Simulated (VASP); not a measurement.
# HC18Cl in VASP: a series of runs

The runs below take HC18Cl through single point, with PBE+D3(BJ).

Everything below comes from runs of VASP 6.6.1. Logs are shortened: lines on timing, memory, paths and dates and some standing lists are left out, and cuts for length are marked.

**1. The cell of the first run**

The cell holds a slab with vacuum, 20 atoms: a = 7.398 Å, b = 7.398 Å, c = 11.000 Å, α = 90.00°, β = 90.00°, γ = 120.00°.

**2. Single point, PBE+D3(BJ)**

INCAR reads:

```
  PREC = Accurate
  ENCUT = 520
  EDIFF = 1E-7
  ISMEAR = -1
  SIGMA = 0.02
  LREAL = Auto
  LASPH = T
  NELM = 60
  ALGO = Normal
  ISIF = 2
  LWAVE = F
  LCHARG = T
  GGA = PE
  IVDW = 12
  LELF = T
  LVHAR = T
  NBANDS = 56
```

KPOINTS reads:

```
Automatic mesh
0
Gamma
  2 2 1
```

POSCAR reads:

```
HC18Cl
1.0
    7.3980000000      0.0000000000      0.0000000000
   -3.6990000000      6.4068560000      0.0000000000
    0.0000000000      0.0000000000     11.0000000000
C Cl H
18 1 1
Direct
   -0.0003683227     -0.0049858970      0.0887719067
    0.2193367198      0.1050533542      0.0888607702
   -0.0016153107      0.3265532583      0.0888172252
    0.2208243079      0.4376579993      0.0887669406
   -0.0026814215      0.6609681528      0.0891039085
    0.2216314873      0.7730873032      0.0891307840
    0.3314927327     -0.0071746743      0.0891318592
    0.5538537106      0.1040776987      0.0891792700
    0.3305885729      0.3275979563      0.0888947186
    0.5549523064      0.4397653107      0.0891946955
    0.3328054555      0.6619330462      0.0890710785
    0.5525655773      0.7717071218      0.0891787599
    0.6635641953     -0.0059757574      0.0891439210
    0.8882430372      0.1062799757      0.0889952153
    0.6661225489      0.3285817745      0.0891602863
    0.8859789562      0.4386398733      0.0890349131
    0.6648454736      0.6595274267      0.0891928934
    0.8873106866      0.7707434787      0.0890710134
    1.0180538662      0.1966554198      0.4105301134
    0.9682161203      0.1882691784      0.2967698272
```

Potentials or basis: VASP PAW PBE potentials, release 64 (C, Cl, H).

On the command line:

```sh
$ cat potpaw_PBE.64/C/POTCAR potpaw_PBE.64/Cl/POTCAR potpaw_PBE.64/H/POTCAR > POTCAR
$ mpirun -np 1 vasp_std > vasp.out
```

OUTCAR:

```text
PREC = Accurate
   ENCUT = 520
   EDIFF = 1E-7
   ISMEAR = -1
   LREAL = Auto
   LASPH = T
   NELM = 60
   ISIF = 2
   GGA = PE
   IVDW = 12
 IVDW          = 12

 ion  position               nearest neighbor table
   1  1.000  0.995  0.089-   2 1.41  14 1.43  18 1.44
   2  0.219  0.105  0.089-   1 1.41   9 1.43   7 1.44
   3  0.998  0.327  0.089-  14 1.41   4 1.43  16 1.44
   4  0.221  0.438  0.089-   9 1.41   3 1.43  11 1.44
   5  0.997  0.661  0.089-  18 1.41  16 1.42   6 1.44
   6  0.222  0.773  0.089-   7 1.41  11 1.42   5 1.44
[... 10 lines left out ...]
  17  0.665  0.660  0.089-  10 1.41  18 1.43  12 1.44
  18  0.887  0.771  0.089-   5 1.41  17 1.43   1 1.44
  19  0.018  0.197  0.411-  20 1.30
  20  0.968  0.188  0.297-  19 1.30

  LATTYP: Found a hexagonal cell.
 ALAT       =     7.3980000000
 C/A-ratio  =     1.4868883482

  Lattice vectors:

 A1 = (   7.3980000000,   0.0000000000,   0.0000000000)
 A2 = (  -3.6990000000,   6.4068560000,   0.0000000000)
 A3 = (   0.0000000000,   0.0000000000,  11.0000000000)

Analysis of symmetry for initial positions (statically):
=====================================================================
 Subroutine PRICEL returns:
 Original cell was already a primitive cell.

 Routine SETGRP: Setting up the symmetry group for a
 hexagonal supercell.

 Subroutine GETGRP returns: Found  1 space group operations
 (whereof  1 operations were pure point group operations)
 out of a pool of 24 trial point group operations.

The static configuration has the point symmetry C_1 .

Analysis of symmetry for dynamics (positions and initial velocities):
=====================================================================
 Subroutine PRICEL returns:
 Original cell was already a primitive cell.

 Routine SETGRP: Setting up the symmetry group for a
 hexagonal supercell.

 Subroutine GETGRP returns: Found  1 space group operations
 (whereof  1 operations were pure point group operations)
 out of a pool of 24 trial point group operations.

The dynamic configuration has the point symmetry C_1 .

 Subroutine INISYM returns: Found  1 space group operations
 (whereof  1 operations are pure point group operations),
 and found     1 'primitive' translations

----------------------------------------------------------------------------------------

[... 110 lines left out ...]
   NSW    =      0    number of steps for IOM
   IBRION =     -1    ionic relax: 0-MD 1-quasi-New 2-CG
   NFREE  =      0    steps in history (QN), initial steepest desc. (CG)
   ISIF   =      2    stress and relaxation
   ISYM   =      2    0-nonsym 1-usesym 2-fastsym
   POTIM  = 0.5000    time-step for ionic-motion
   TEBEG  =    0.0;   TEEND  =   0.0 temperature during run
   PSTRESS=    0.0 pullay stress
   NELECT =      80.0000    total number of electrons
   NUPDOWN=      -1.0000    fix difference up-down
   EMIN   =  10.00;   EMAX   =-10.00  energy-range for DOS
   EFERMI =   0.00;   METHOD = LEGACY
   ISMEAR =    -1;   SIGMA  =   0.02  broadening in eV -4-tet -1-fermi 0-gaus
   EFERMI_NEDOS =   21; number of points for ismear=-14 and -15
   IALGO  =     38    algorithm
   IMIX   =      4    mixing-type and parameters
     AMIX     =   0.40;   BMIX     =  1.00
     AMIX_MAG =   1.60;   BMIX_MAG =  1.00
  volume/ion in A,a.u.               =      26.07       175.92
  Fermi-wavevector in a.u.,A,eV,Ry     =   0.876437  1.656226 10.451210  0.768142
  Thomas-Fermi vector in A             =   1.996247
   LORBIT       =      0    0 simple, 1 ext, 2 COOP (PROOUT), +10 PAW based schemes
   GGA     = PE    functional components
   LHFCALC =     F    Hartree Fock is set to
   AEXX    =    0.0000 exact exchange contribution
   IVDW    =    12    specifies the selected vdW correction
   LEPSILON=     F    determine dielectric tensor
   LRPA    =     F    only Hartree local field effects (RPA)
 non-spin polarized calculation
  energy-cutoff  :      520.00
  volume of cell :      521.38
 maximum number of plane-waves:     14099
 NGX is ok and might be reduce to    56
   NGX = 27   NGY = 27   NGZ = 41

 number of electron      79.9999996 magnetization

 Free energy of the ion-electron system (eV)
  ---------------------------------------------------
  ext. energy  EPLUGINS =         0.00000000
  ---------------------------------------------------
  free energy    TOTEN  =      -171.73986227 eV

  energy without entropy =     -171.73873466  energy(sigma->0) =     -171.73929846

 E-fermi :  -1.4203     XC(G=0):  -4.6278

 val. band max:       -1.5165582267   @ k =   0.0000   0.0000   0.0000
 cond. band min:      -1.3209251005   @ k =   0.0000   0.0000   0.0000
 fundamental gap:      0.1956331262
 Fermi energy:        -1.4203078947

 k-point     1 :       0.0000    0.0000    0.0000
  band No.  band energies     occupation
      1     -20.9441      2.00000
      2     -18.4576      2.00000
      3     -18.4146      2.00000
      4     -18.3733      2.00000
      5     -18.3548      2.00000
      6     -18.2862      2.00000
[... 209 lines left out ...]
     51       4.6069      0.00000
     52       4.6541      0.00000
 [bands above 52 left out]

------------------------ aborting loop because EDIFF is reached ----------------------------------------

 Edisp (eV)   -1.77545

 E8    (eV) :    -0.5434

  FORCE on cell =-STRESS in cart. coord.  units (eV):
  Direction    XX          YY          ZZ          XY          YZ          ZX
  --------------------------------------------------------------------------------------
  -------------------------------------------------------------------------------------
  Total       1.08494     1.14222    -0.34527    -0.00809     0.00030    -0.04031
  in kB       3.33398     3.51002    -1.06100    -0.02486     0.00092    -0.12386
  external pressure =        1.93 kB  Pullay stress =        0.00 kB

 VOLUME and BASIS-vectors are now :
 -----------------------------------------------------------------------------
  energy-cutoff  :      520.00
  volume of cell :      521.38
      direct lattice vectors                 reciprocal lattice vectors
     7.398000000  0.000000000  0.000000000     0.135171668  0.078041398  0.000000000
    -3.699000000  6.406856000  0.000000000     0.000000000  0.156082796  0.000000000
     0.000000000  0.000000000 11.000000000     0.000000000  0.000000000  0.090909091

 POSITION                                       TOTAL-FORCE (eV/Angst)
 -----------------------------------------------------------------------------------
      3.71472      6.37491      0.97649        -0.027146      0.013458     -0.002332
      1.23406      0.67306      0.97747         0.017187      0.027556     -0.000073
      6.17813      2.09218      0.97699        -0.004279     -0.020620      0.002848
      0.01476      2.80401      0.97644         0.021433     -0.006405      0.000992
      4.93324      4.23473      0.98014        -0.009312     -0.012293     -0.001230
     -1.22002      4.95306      0.98044         0.008479      0.001195      0.002616
[... 12 lines left out ...]
     -0.59387      1.25994      4.51583        -0.037618     -0.005915     -0.139574
      6.46646      1.20621      3.26447         0.037745      0.007227      0.141712
 -----------------------------------------------------------------------------------
    total drift:                                0.005589     -0.003101      0.009807

  FREE ENERGIE OF THE ION-ELECTRON SYSTEM (eV)
  ---------------------------------------------------
  free  energy   TOTEN  =      -173.5153103025 eV

  energy  without entropy=     -173.5141826920  energy(sigma->0) =     -173.51474650
```

stdout:

```text
POSCAR found type information on POSCAR C ClH
 POSCAR found :  3 types and      20 ions
 scaLAPACK will be used
 LDA part: xc-table for (Slater+PW92), standard interpolation
 POSCAR, INCAR and KPOINTS ok, starting setup
 FFT: planning ... GRIDC
 FFT: planning ... GRID_SOFT
 FFT: planning ... GRID
 WAVECAR not read
 entering main loop
```

Run time: 2.3 min. Hardware: 1 thread of Intel Xeon 6975P-C (Granite Rapids), shared host; peak memory 0.61 GiB.

What came out:

* Free energy: -173.5153 eV
* Largest force: 0.147 eV/Å
* Band gap on the k mesh: 0.20 eV, direct
* Dispersion energy per atom: -0.089 eV

Forces in eV/Å, atoms in the order of the input:
```
C   -0.027  0.013 -0.002
C    0.017  0.028  0.000
C   -0.004 -0.021  0.003
C    0.021 -0.006  0.001
C   -0.009 -0.012 -0.001
C    0.008  0.001  0.003
C   -0.005  0.018  0.000
C   -0.009  0.016 -0.001
C   -0.006 -0.010  0.002
C    0.003 -0.018 -0.002
C   -0.001 -0.007 -0.001
C    0.018 -0.006  0.000
C    0.024  0.010  0.000
C   -0.005  0.005 -0.003
C    0.012 -0.003 -0.001
C   -0.014 -0.021  0.000
C    0.004  0.026 -0.001
C   -0.025 -0.014  0.001
Cl  -0.038 -0.006 -0.140
H    0.038  0.007  0.142
```

Caveat: the k points lie up to 0.49 Å⁻¹ apart.

[end of part 1 of 2]
